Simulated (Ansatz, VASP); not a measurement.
**One calculation of Ag, two programs**

INCAR

```
SYSTEM = Ag
ALGO = Fast
EDIFF = 1E-6
ENCUT = 520
GGA = PE
ISIF = 2
ISMEAR = 0
LASPH = .True.
LCHARG = .True.
LELF = .True.
LREAL = .False.
LVHAR = .True.
LWAVE = .False.
NBANDS = 30
NELM = 60
PREC = Accurate
SIGMA = 0.15
```

The input KPOINTS:

```
k-points
0
Gamma
  18 18 6
  0 0 0
```

File POSCAR:

```
Ag
1.0
    2.9368174862      0.0000000000      0.0000000000
   -1.4684087431      2.5433585493      0.0000000000
    0.0000000000      0.0000000000      9.4200592129
Ag
4
Direct
    0.3333333333      0.6666666667      0.2500000000
    0.6666666667      0.3333333333      0.7500000000
    0.0000000000      0.0000000000      0.0000000000
    0.0000000000      0.0000000000      0.5000000000
```

Input for Ansatz:

```yaml
crystal:
  lattice:
    - [2.9368174862, 0.0, 0.0]
    - [-1.4684087431, 2.5433585493, 0.0]
    - [0.0, 0.0, 9.4200592129]
  atoms:
    - { symbol: Ag, position: [0.3333333333, 0.6666666667, 0.25] }
    - { symbol: Ag, position: [0.6666666667, 0.3333333333, 0.75] }
    - { symbol: Ag, position: [0.0, 0.0, 0.0] }
    - { symbol: Ag, position: [0.0, 0.0, 0.5] }
basis:
  ecutwfc: 420
kpoints:
  mp_grid: { grid: [18, 18, 6] }
hamiltonian:
  xc: pbe
scf:
  occupations: { method: gaussian, width: 0.15 }
output:
  forces: true
  stress: true
  eigenvalues: true
```

Change from the starting cell: strain +0.000 along x and y, -0.015 along z, atoms carried along.

Alike in both runs: task single point; functional PBE; k mesh 18 × 18 × 6; occupations gaussian, width 0.15 eV; no spin polarisation.

```csv
,VASP,Ansatz
version,VASP 6.6.1,Ansatz 0.2.0
potentials or method,"VASP PAW PBE potentials, release 64 (Ag), cutoff 520 eV","scalar-relativistic, plane waves, PAW"
valence electrons in the cell,44,76
```

|  | VASP | Ansatz | Ansatz less VASP |
| --- | --- | --- | --- |
| gap on the k mesh at the Fermi level (eV) | none | none | - |
| pressure (GPa) | 1.4 | 1.5 | +0.11 |
| traceless stress, the component that is largest in VASP (GPa) | 1.12 | 1.13 | +0.010 |

A gap of «none» marks a metal or a gap that the smearing closes. VASP's potentials hold 44 valence electrons a cell and Ansatz's 76, so a difference there can come from the potentials and not from the codes.
